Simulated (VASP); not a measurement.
Input of a VASP 6.6.1 run:

Contents of INCAR:

```
PREC = Accurate
ENCUT = 520
EDIFF = 1E-6
ISMEAR = -1
SIGMA = 0.05
LREAL = F
LASPH = T
NELM = 100
ALGO = Normal
ISIF = 2
LWAVE = F
LCHARG = F
GGA = PS
NBANDS = 13
```

File KPOINTS:

```
regular mesh
0
Gamma
  9 9 9
```

Contents of POSCAR:

```
Sn
1.0
   -2.0291894110      2.0291894110      1.5943295900
    2.0291894110     -2.0291894110      1.5943295900
    2.0291894110      2.0291894110     -1.5943295900
Sn
1
Direct
    0.0000000000      0.0000000000      0.0000000000
```

Potentials or basis: VASP PAW PBE potentials, release 64 (Sn_d).

The run is started by

```sh
$ cat potpaw_PBE.64/Sn_d/POTCAR > POTCAR
$ mpirun -np 1 vasp_std > vasp.out
```

What does it give for the pressure?

0.7 GPa.

Estimate the band gap on the k mesh.

zero (bands 7 and 8 overlap by 8.45 eV).

Stress tensor (GPa, compression positive):
```
-0.01  0.00  0.00
 0.00 -0.01  0.00
 0.00  0.00  2.26
```

Caveat: the PAW data sets were made with another functional, which shifts forces and pressure a little; spin-orbit coupling is left out, which moves the levels of the heavy elements.
